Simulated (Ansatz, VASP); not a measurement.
# One calculation of Ca3Lu, two programs

INCAR

```
ALGO = Normal ; EDIFF = 1E-6
ENCUT = 520 ; GGA = PE
ISIF = 2 ; ISMEAR = -1
LASPH = T ; LCHARG = T
LELF = T ; LREAL = F
LVHAR = T ; LWAVE = F
NBANDS = 36 ; NELM = 80
PREC = Accurate ; SIGMA = 0.05
```

File KPOINTS:

```
k-points
0
Gamma
  5 5 5
```

File POSCAR:

```
Ca3Lu
1.0
    5.2523203081      0.0000000000      0.0000000000
    0.0000000000      5.2523203081      0.0000000000
    0.0000000000      0.0000000000      5.2523203081
Ca Lu
3 1
Direct
    0.5000000000      0.0000000000      0.0000000000
    0.0000000000      0.5000000000      0.0000000000
    0.0000000000      0.0000000000      0.5000000000
    0.5000000000      0.5000000000      0.5000000000
```

Input for Ansatz:

```yaml
crystal:
  lattice:
    - [5.25232030805838, 0.0, 0.0]
    - [0.0, 5.25232030805838, 0.0]
    - [0.0, 0.0, 5.25232030805838]
  atoms:
    - { symbol: Ca, position: [0.5, 0.0, 0.0] }
    - { symbol: Ca, position: [0.0, 0.5, 0.0] }
    - { symbol: Ca, position: [0.0, 0.0, 0.5] }
    - { symbol: Lu, position: [0.5, 0.5, 0.5] }
basis:
  ecutwfc: 421.77648681281397
kpoints:
  mp_grid:
    grid: [5, 5, 5]
hamiltonian:
  xc: pbe
  pseudopotentials:
    kind: paw
scf:
  occupations:
    method: fermi_dirac
    width: 0.05
output:
  stress: true
```

Alike in both runs: task single point; functional PBE; k mesh 5 × 5 × 5; occupations fermi-dirac, width 0.05 eV; no spin polarisation.

|  | VASP | Ansatz |
| --- | --- | --- |
| version | VASP 6.6.1 | Ansatz 0.2.0 |
| potentials or method | VASP PAW PBE potentials, release 64 (Ca_sv, Lu), cutoff 520 eV | plane waves, PAW |
| valence electrons in the cell | 55 | 55 |

```tsv
	VASP	Ansatz	Ansatz less VASP
pressure (GPa)	1.5	1.5	-0.04
```

Spin-orbit coupling is off throughout.
